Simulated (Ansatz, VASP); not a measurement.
**Ge in VASP and in Ansatz**

```xyz
2
Lattice="-2.5900 2.5900 1.4295 2.5900 -2.5900 1.4295 2.5900 2.5900 -1.4295" Properties=species:S:1:pos:R:3 pbc="T T T"
Ge    2.5900    0.0000    0.7148
Ge    0.0000    0.0000    1.4295
```

Alike in both runs: functional BLYP; dispersion D3(BJ); k mesh 12 × 12 × 12; no spin polarisation.

Ansatz relaxed the structure, and its values are those at the end. VASP's run is a single point on that final structure, the one shown.

|  | VASP | Ansatz |
| --- | --- | --- |
| version | VASP 6.6.1 | Ansatz 0.2.0 |
| potentials or method | VASP PAW PBE potentials, release 64 (Ge_d), cutoff 520 eV | plane waves, PAW |
| occupations | methfessel-paxton of order 1, width 0.1 eV | cold, width 0.1 eV |
| valence electrons in the cell | 28 | 28 |

```tsv
	VASP	Ansatz	Ansatz less VASP
pressure (GPa)	0.0	0.0	+0.03
```

VASP's potentials were made for PBE, not for BLYP. Ansatz's warnings: stress scf threshold loose.
